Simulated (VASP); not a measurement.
Here is a VASP 6.6.1 calculation.

Contents of INCAR:

```
SYSTEM = BiTe
PREC = Accurate
ENCUT = 520
EDIFF = 1E-6
ISMEAR = 0
SIGMA = 0.1
LREAL = .FALSE.
LASPH = .TRUE.
NELM = 60
ALGO = Normal
ISIF = 2
LWAVE = .FALSE.
LCHARG = .FALSE.
GGA = PS
NBANDS = 18
```

File KPOINTS:

```
Automatic mesh
0
G
  12 12 12
  0 0 0
```

File POSCAR:

```
BiTe
1.0
    2.3992465521      1.3852056427      3.1951106400
   -2.3992465521      1.3852056427      3.1951106400
    0.0000000000     -2.7704112854      3.1951106400
Bi Te
1 1
Direct
    0.5000000000      0.5000000000      0.5000000000
    0.0000000000      0.0000000000      0.0000000000
```

Potentials or basis: VASP PAW PBE potentials, release 64 (Bi_d, Te).

Command:

```bash
$ cat potpaw_PBE.64/Bi_d/POTCAR potpaw_PBE.64/Te/POTCAR > POTCAR
$ mpirun -np 1 vasp_std > vasp.out
```

Q: What does it give for the band gap on the k mesh?

A: Zero (an odd number of electrons rules out a gap without spin polarisation).

Q: What does it give for the pressure?

A: 0.0 GPa.

Caveat: the PAW data sets were made with another functional, which shifts forces and pressure a little; spin-orbit coupling is left out, which moves the levels of the heavy elements.
